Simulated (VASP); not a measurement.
# Sn (C2/m) in VASP: single point with r2SCAN

Aim: the single point of Sn with r2SCAN.

All numbers are computed with VASP 6.6.1; they aren't measurements. Logs are shortened: lines on timing, memory, paths and dates and some standing lists are left out, and cuts for length are marked.

### 1 The cell of the first run

The structure is monoclinic, space group C2/m (No. 12). Conventional cell: a = 5.605 Å, b = 3.551 Å, c = 3.456 Å, α = 90.00°, β = 123.64°, γ = 90.00°. Sn (site symmetry 2/m) has 12 Sn at 3.32 to 3.55 Å within 4.4 Å.

### 2 Single point, r2SCAN (strain -0.0750 x Voigt [0, 0, 0, 0, 1, 0])

POSCAR

```
Sn
1.0
   -1.8142268250      1.7755470000      2.4030872125
    1.6388511750     -1.7755470000      2.2735967875
    1.8142268250      1.7755470000     -2.4030872125
Sn
1
Direct
    0.0000000000      0.0000000000      0.0000000000
```

INCAR.step1

```
ALGO     = Normal         # electronic algorithm
EDIFF    = 1E-4           # SCF threshold, eV
ENCUT    = 520            # plane-wave cutoff, eV
GGA      = PE             # functional
ISMEAR   = 0              # smearing method
LASPH    = T              # aspherical terms in the spheres
LCHARG   = F              # write CHGCAR
LREAL    = F              # projectors in reciprocal space
LWAVE    = T              # write WAVECAR
NBANDS   = 13             # bands
NELM     = 60             # most SCF steps
PREC     = Accurate       # precision mode
SIGMA    = 0.15           # smearing width, eV
```

INCAR.step2

```
ALGO     = Normal         # electronic algorithm
EDIFF    = 1E-6           # SCF threshold, eV
ENCUT    = 520            # plane-wave cutoff, eV
ISIF     = 2              # what is computed and relaxed
ISMEAR   = 0              # smearing method
ISTART   = 1            
LASPH    = T              # aspherical terms in the spheres
LCHARG   = F              # write CHGCAR
LMIXTAU  = T            
LREAL    = F              # projectors in reciprocal space
LWAVE    = F              # write WAVECAR
METAGGA  = R2SCAN         # meta-GGA
NBANDS   = 13             # bands
NELM     = 60             # most SCF steps
PREC     = Accurate       # precision mode
SIGMA    = 0.15           # smearing width, eV
```

KPOINTS

```
k-points
0
Gamma
  20 20 20
```

Potentials or basis: VASP PAW PBE potentials, release 64 (Sn_d).

Command:

```console
cat potpaw_PBE.64/Sn_d/POTCAR > POTCAR
cp INCAR.step1 INCAR
mpirun -np 1 vasp_std > vasp.out
cp INCAR.step2 INCAR
mpirun -np 1 vasp_std > vasp.out
```

OUTCAR:

```text
EDIFF = 1E-6
   ENCUT = 520
   ISIF = 2
   ISMEAR = 0
   ISTART = 1
   LASPH = T
   LREAL = F
   METAGGA = R2SCAN
   NELM = 60
   PREC = Accurate

 ion  position               nearest neighbor table
   1  0.000  0.000  0.000-

  LATTYP: Found a base centered monoclinic cell.
 ALAT       =     5.6053815306
 B/A-ratio  =     0.6335151284
 C/A-ratio  =     0.6164620684
 COS(beta)  =    -0.5539319916

  Lattice vectors:

 A1 = (  -1.6388511750,  -1.7755470000,  -2.2735967875)
 A2 = (  -1.6388511750,   1.7755470000,  -2.2735967875)
 A3 = (   3.4530780000,   0.0000000000,  -0.1294904250)

Analysis of symmetry for initial positions (statically):
=====================================================================
 Subroutine PRICEL returns:
 Original cell was already a primitive cell.

 Routine SETGRP: Setting up the symmetry group for a
 base centered monoclinic supercell.

 Subroutine GETGRP returns: Found  4 space group operations
 (whereof  4 operations were pure point group operations)
 out of a pool of  4 trial point group operations.

The static configuration has the point symmetry C_2h.

Analysis of symmetry for dynamics (positions and initial velocities):
=====================================================================
 Subroutine PRICEL returns:
 Original cell was already a primitive cell.

 Routine SETGRP: Setting up the symmetry group for a
 base centered monoclinic supercell.

 Subroutine GETGRP returns: Found  4 space group operations
 (whereof  4 operations were pure point group operations)
 out of a pool of  4 trial point group operations.

The dynamic configuration has the point symmetry C_2h.

 Subroutine INISYM returns: Found  4 space group operations
 (whereof  4 operations are pure point group operations),
 and found     1 'primitive' translations

----------------------------------------------------------------------------------------

                                     Primitive cell

  volume of cell :      28.6329

  direct lattice vectors                    reciprocal lattice vectors
    -1.814226825  1.775547000  2.403087213     0.008029794  0.281603359  0.214127837
     1.638851175 -1.775547000  2.273596787     0.298034315  0.000000000  0.225003007
     1.814226825  1.775547000 -2.403087213     0.290004521  0.281603359  0.010875170

  length of vectors
     3.495542057  3.317776767  3.495542057     0.353858249  0.373431126  0.404377724

  position of ions in fractional coordinates (direct lattice)
     0.000000000  0.000000000  0.000000000

  ion indices of the primitive-cell ions
   primitive index   ion index
                 1           1

----------------------------------------------------------------------------------------

 KPOINTS: k-points

Automatic generation of k-mesh.
 Grid dimensions read from file:
 generate k-points for:   20   20   20

 Generating k-lattice:

  Cartesian coordinates                     Fractional coordinates (reciprocal lattice)
     0.000401490  0.014080168  0.010706392     0.050000000 -0.000000000  0.000000000
     0.014901716  0.000000000  0.011250150     0.000000000  0.050000000  0.000000000
     0.014500226  0.014080168  0.000543758    -0.000000000  0.000000000  0.050000000

  Length of vectors
     0.017692912  0.018671556  0.020218886

  Shift w.r.t. Gamma in fractional coordinates (k-lattice)
     0.000000000  0.000000000  0.000000000

 Subroutine IBZKPT returns following result:
 ===========================================

 Found   2112 irreducible k-points:

 Following reciprocal coordinates:
            Coordinates               Weight
  0.000000  0.000000  0.000000      1.000000
  0.050000  0.000000 -0.000000      4.000000
  0.100000  0.000000 -0.000000      4.000000
  0.150000  0.000000 -0.000000      4.000000
  0.200000  0.000000 -0.000000      4.000000
  0.250000  0.000000 -0.000000      4.000000
[... 16 lines left out ...]
 -0.450000  0.050000  0.000000      4.000000
 -0.400000  0.050000  0.000000      4.000000
 [... further k-points ...]
   k-points           NKPTS =   2112   k-points in BZ     NKDIM =   2112   number of bands    NBANDS=     13
   number of dos      NEDOS =    301   number of ions     NIONS =      1
   total plane-waves  NPLWV =  21952
   dimension x,y,z NGX =    28 NGY =   28 NGZ =   28
   dimension x,y,z NGXF=    56 NGYF=   56 NGZF=   56
   ions per type =               1
   NGX,Y,Z   is equivalent  to a cutoff of  13.32, 14.03, 13.32 a.u.
   NGXF,Y,Z  is equivalent  to a cutoff of  26.63, 28.06, 26.63 a.u.
 SYSTEM =  unknown system
   PREC   = accura    normal or accurate (medium, high low for compatibility)
   ISTART =      1    job   : 0-new  1-cont  2-samecut
   ICHARG =      0    charge: 1-file 2-atom 10-const
   ISPIN  =      1    spin polarized calculation?
   LNONCOLLINEAR =      F non collinear calculations
   LSORBIT =      F    spin-orbit coupling
   LASPH  =      T    aspherical Exc in radial PAW
   ENCUT  =  520.0 eV  38.22 Ry    6.18 a.u.   6.50  6.17  6.50*2*pi/ulx,y,z
   NELM   =     60;   NELMIN=  2; NELMDL=  0     # of ELM steps
   EDIFF  = 0.1E-05   stopping-criterion for ELM
   LREAL  =      F    real-space projection
   EDIFFG = 0.1E-04   stopping-criterion for IOM
   NSW    =      0    number of steps for IOM
   IBRION =     -1    ionic relax: 0-MD 1-quasi-New 2-CG
   NFREE  =      0    steps in history (QN), initial steepest desc. (CG)
   ISIF   =      2    stress and relaxation
   ISYM   =      2    0-nonsym 1-usesym 2-fastsym
   POTIM  = 0.5000    time-step for ionic-motion
   TEBEG  =    0.0;   TEEND  =   0.0 temperature during run
   PSTRESS=    0.0 pullay stress
   NELECT =      14.0000    total number of electrons
   NUPDOWN=      -1.0000    fix difference up-down
   EMIN   =  10.00;   EMAX   =-10.00  energy-range for DOS
   EFERMI =   0.00;   METHOD = LEGACY
   ISMEAR =     0;   SIGMA  =   0.15  broadening in eV -4-tet -1-fermi 0-gaus
   EFERMI_NEDOS =   21; number of points for ismear=-14 and -15
   IALGO  =     38    algorithm
   IMIX   =      4    mixing-type and parameters
     AMIX     =   0.40;   BMIX     =  1.00
     AMIX_MAG =   1.60;   BMIX_MAG =  1.00
  volume/ion in A,a.u.               =      28.63       193.22
  Fermi-wavevector in a.u.,A,eV,Ry     =   1.289721  2.437219 22.631655  1.663380
  Thomas-Fermi vector in A             =   2.421596
   LORBIT       =      0    0 simple, 1 ext, 2 COOP (PROOUT), +10 PAW based schemes
   METAGGA = R2SCAN    functional components
   LHFCALC =     F    Hartree Fock is set to
   AEXX    =    0.0000 exact exchange contribution
   IVDW    =     0    specifies the selected vdW correction
   LEPSILON=     F    determine dielectric tensor
   LRPA    =     F    only Hartree local field effects (RPA)
 non-spin polarized calculation
 Gauss-broadening in eV      SIGMA  =   0.15
  energy-cutoff  :      520.00
  volume of cell :       28.63
 maximum number of plane-waves:       796
 NGX is ok and might be reduce to    28
   NGX = 13   NGY = 13   NGZ = 13

 number of electron      13.9999999 magnetization

 Free energy of the ion-electron system (eV)
  ---------------------------------------------------
  ext. energy  EPLUGINS =         0.00000000
  ---------------------------------------------------
  free energy    TOTEN  =       -24.49198398 eV

  energy without entropy =      -24.48625327  energy(sigma->0) =      -24.48911862

 E-fermi :   7.4931     XC(G=0): -10.9924

 val. band max:        7.4923776540   @ k =  -0.3500   0.5000   0.0500
 cond. band min:       7.4952115592   @ k =  -0.2500  -0.4000   0.0500
 fundamental gap:      0.0028339052
 Fermi energy:         7.4931004563

 k-point     1 :       0.0000    0.0000    0.0000
  band No.  band energies     occupation
      1     -14.8106      2.00000
      2     -14.8002      2.00000
      3     -14.7458      2.00000
      4     -14.7251      2.00000
      5     -14.6882      2.00000
      6      -3.8779      2.00000
      7      14.4093      0.00000
      8      14.9644      0.00000
      9      15.9177      0.00000
     10      18.7447      0.00000
     11      19.0931      0.00000
     12      19.1628      0.00000
     13      20.3106      0.00000

 k-point     2 :       0.0500    0.0000   -0.0000
  band No.  band energies     occupation
      1     -14.8091      2.00000
      2     -14.7982      2.00000
      3     -14.7453      2.00000
      4     -14.7249      2.00000
      5     -14.6886      2.00000
      6      -3.8266      2.00000
      7      14.1855      0.00000
      8      14.6057      0.00000
      9      15.6792      0.00000
     10      18.6887      0.00000
     11      18.9266      0.00000
     12      19.7201      0.00000
     13      20.8494      0.00000

 k-point     3 :       0.1000    0.0000   -0.0000
  band No.  band energies     occupation
      1     -14.8054      2.00000
      2     -14.7927      2.00000
      3     -14.7435      2.00000
      4     -14.7237      2.00000
      5     -14.6894      2.00000
      6      -3.6728      2.00000
      7      13.0021      0.00000
      8      14.2946      0.00000
      9      15.3935      0.00000
     10      18.4209      0.00000
     11      19.2745      0.00000
     12      20.1979      0.00000
     13      21.7922      0.00000

 k-point     4 :       0.1500    0.0000   -0.0000
  band No.  band energies     occupation
      1     -14.8015      2.00000
      2     -14.7855      2.00000
      3     -14.7411      2.00000
      4     -14.7195      2.00000
      5     -14.6898      2.00000
      6      -3.4164      2.00000
      7      11.4444      0.00000
      8      14.0440      0.00000
      9      15.1222      0.00000
     10      18.1676      0.00000
     11      19.7040      0.00000
     12      20.5964      0.00000
     13      21.2273      0.00000

 k-point     5 :       0.2000    0.0000   -0.0000
  band No.  band energies     occupation
      1     -14.7987      2.00000
      2     -14.7798      2.00000
      3     -14.7394      2.00000
      4     -14.7098      2.00000
      5     -14.6878      2.00000
      6      -3.0577      2.00000
      7       9.8512      0.00000
      8      13.7852      0.00000
      9      14.8517      0.00000
     10      17.9521      0.00000
     11      19.7423      0.00000
     12      20.5076      0.00000
     13      21.1294      0.00000
[... 257 lines left out ...]
 k-point    22 :       0.5000    0.0500   -0.0000
  band No.  band energies     occupation
      1     -14.8013      2.00000
      2     -14.7802      2.00000
      3     -14.7470      2.00000
      4     -14.6614      2.00000
      5     -14.6232      2.00000
      6       0.3214      2.00000
      7       2.9360      2.00000
      8      12.5807      0.00000
      9      13.5773      0.00000
     10      17.3375      0.00000
     11      17.8911      0.00000
     12      19.3239      0.00000
     13      20.3115      0.00000

 k-point    23 :      -0.4500    0.0500    0.0000
  band No.  band energies     occupation
      1     -14.7997      2.00000
      2     -14.7790      2.00000
      3     -14.7469      2.00000
      4     -14.6620      2.00000
      5     -14.6328      2.00000
      6      -0.2273      2.00000
      7       3.6762      2.00000
      8      12.5709      0.00000
      9      13.5748      0.00000
     10      17.2977      0.00000
     11      18.0953      0.00000
     12      19.4079      0.00000
     13      20.5479      0.00000

 k-point    24 :      -0.4000    0.0500    0.0000
  band No.  band energies     occupation
      1     -14.7971      2.00000
      2     -14.7778      2.00000
      3     -14.7458      2.00000
      4     -14.6659      2.00000
      5     -14.6474      2.00000
      6      -0.9379      2.00000
      7       4.7846      2.00000
      8      12.6095      0.00000
      9      13.6474      0.00000
     10      17.3262      0.00000
     11      18.4189      0.00000
     12      19.5110      0.00000
     13      20.9607      0.00000

 [... further k-points ...]

------------------------ aborting loop because EDIFF is reached ----------------------------------------

  FORCE on cell =-STRESS in cart. coord.  units (eV):
  Direction    XX          YY          ZZ          XY          YZ          ZX
  --------------------------------------------------------------------------------------
  -------------------------------------------------------------------------------------
  Total       -0.3499117     -0.3815108     -0.3648734      0.0000000      0.0000000      0.1479097
  in kB      -19.5795906    -21.3477459    -20.4167826      0.0000000      0.0000000      8.2764058
  external PRESSURE =     -20.4480397 kB  Pullay stress =       0.0000000 kB

 VOLUME and BASIS-vectors are now :
 -----------------------------------------------------------------------------
  energy-cutoff  :      520.00
  volume of cell :       28.63
      direct lattice vectors                 reciprocal lattice vectors
    -1.814226825  1.775547000  2.403087213     0.008029794  0.281603359  0.214127837
     1.638851175 -1.775547000  2.273596787     0.298034315  0.000000000  0.225003007
     1.814226825  1.775547000 -2.403087213     0.290004521  0.281603359  0.010875170

 POSITION                                       TOTAL-FORCE (eV/Angst)
 -----------------------------------------------------------------------------------
      0.00000      0.00000      0.00000         0.000000     -0.000000     -0.000000
 -----------------------------------------------------------------------------------
    total drift:                                0.000000      0.000000      0.000000

  FREE ENERGIE OF THE ION-ELECTRON SYSTEM (eV)
  ---------------------------------------------------
  free  energy   TOTEN  =       -24.4919839750 eV

  energy  without entropy=      -24.4862532693  energy(sigma->0) =      -24.48911862
```

It took 53 min on 1 thread of Oxide Virtual Turin-like, shared host; peak memory 0.74 GiB.

What came out:

```yaml
Free_energy: -24.4920 eV
Pressure: -2.0 GPa
Band_gap_on_the_k_mesh: zero (bands 7 and 8 overlap by 8.98 eV)
```

Stress tensor (GPa, compression positive):
```
-1.96  0.00  0.83
 0.00 -2.13  0.00
 0.83  0.00 -2.04
```

Caveat: the cell differs from its parent crystal (strain -0.0750 x Voigt [0, 0, 0, 0, 1, 0]); the PAW data sets were made with another functional, which shifts forces and pressure a little; spin-orbit coupling is left out, which moves the levels of the heavy elements.
